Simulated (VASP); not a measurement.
Set up this calculation in VASP 6.6.1, as the native input.

| Property | Result |
| --- | --- |
| Task | single point |
| Functional | PBE |
| Potentials or basis | VASP PAW PBE potentials, release 64 (W_sv, C) |
| Cutoff | 520 eV |
| k mesh | 11 × 11 × 10 |
| Occupations | methfessel-paxton, width 0.1 eV |
| Spin | no spin polarisation |
| Dipole correction | no |
| Further INCAR settings | ALGO = Normal; EDIFF = 1e-06; NBANDS = 16 |

The structure of WC (Qusongite) lies in POSCAR:

```
WC
1.0
    2.8538820664      0.0000000000      0.0000000000
   -1.4269410332      2.4715343728      0.0000000000
    0.0000000000      0.0000000000      2.7852475037
W C
1 1
Direct
    0.0000000000      0.0000000000      0.0000000000
    0.6666666667      0.3333333333      0.5000000000
```

One way to write it, as run:

INCAR

```
PREC = Accurate
ENCUT = 520
EDIFF = 1E-6
ISMEAR = 1
SIGMA = 0.1
LREAL = F
LASPH = T
NELM = 60
ALGO = Normal
ISIF = 2
LWAVE = F
LCHARG = F
GGA = PE
NBANDS = 16
```

KPOINTS

```
regular mesh
0
Gamma
  11 11 10
```

Potentials or basis: VASP PAW PBE potentials, release 64 (W_sv, C).

Command:

```sh
$ cat potpaw_PBE.64/W_sv/POTCAR potpaw_PBE.64/C/POTCAR > POTCAR
$ mpirun -np 1 vasp_std > vasp.out
```

It gave:

```json
{"Pressure": "32.4 GPa", "Band gap on the k mesh": "zero (band 9 reaches 12.52 eV, above the bottom of band 10 at 11.23 eV)"}
```

Caveat: spin-orbit coupling is left out, which moves the levels of the heavy elements.

Run time: 9.8 s on 1 thread of Intel(R) Xeon(R) 6975P-C (Granite Rapids), with other jobs on the host, peak memory 0.15 GiB.
